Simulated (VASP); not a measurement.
A run of VASP 6.6.1 is set up as follows.

INCAR

```
PREC     = Accurate       # precision mode
ENCUT    = 520            # plane-wave cutoff, eV
EDIFF    = 1E-7           # SCF threshold, eV
ISMEAR   = 0              # smearing method
SIGMA    = 0.1            # smearing width, eV
LREAL    = F              # projectors in reciprocal space
LASPH    = T              # aspherical terms in the spheres
NELM     = 100            # most SCF steps
ALGO     = Fast           # electronic algorithm
ISIF     = 2              # what is computed and relaxed
LWAVE    = F              # write WAVECAR
LCHARG   = T              # write CHGCAR
GGA      = PE             # functional
LELF     = T              # ELF
LVHAR    = T            
NBANDS   = 30             # bands
```

The input KPOINTS:

```
regular mesh
0
Gamma
  4 4 4
```

Contents of POSCAR:

```
In2TeO2
1.0
    3.2532618816      0.0000000000      0.0000000000
    0.0000000000      3.2532618816      0.0000000000
    0.0000000000      0.0000000000      9.7431617695
In Te O
2 1 2
Direct
    0.0000000000      0.0000000000      0.8466214657
    0.0000000000      0.0000000000      0.1533785343
    0.5000000000      0.5000000000      0.5000000000
    0.5000000000      0.5000000000      0.0000000000
    0.0000000000      0.0000000000      0.5000000000
```

Potentials or basis: VASP PAW PBE potentials, release 64 (In_d, Te, O).

Launch:

```bash
$ cat potpaw_PBE.64/In_d/POTCAR potpaw_PBE.64/Te/POTCAR potpaw_PBE.64/O/POTCAR > POTCAR
$ mpirun -np 1 vasp_std > vasp.out
```

Question: Predict the band gap on the k mesh.

Answer: Zero (bands 22 and 23 overlap by 1.12 eV).

Question: Predict the pressure.

Answer: -0.1 GPa.

Question: Estimate the largest force.

Answer: 0.010 eV/Å.

Forces in eV/Å, atoms in the order of the input:
```
In   0.000  0.000 -0.010
In   0.000  0.000  0.010
Te   0.000  0.000  0.000
O    0.000  0.000  0.000
O    0.000  0.000  0.000
```

Caveat: the k points lie up to 0.48 Å⁻¹ apart, too coarse for converged energies and pressures of a metal; spin-orbit coupling is left out, which moves the levels of the heavy elements.
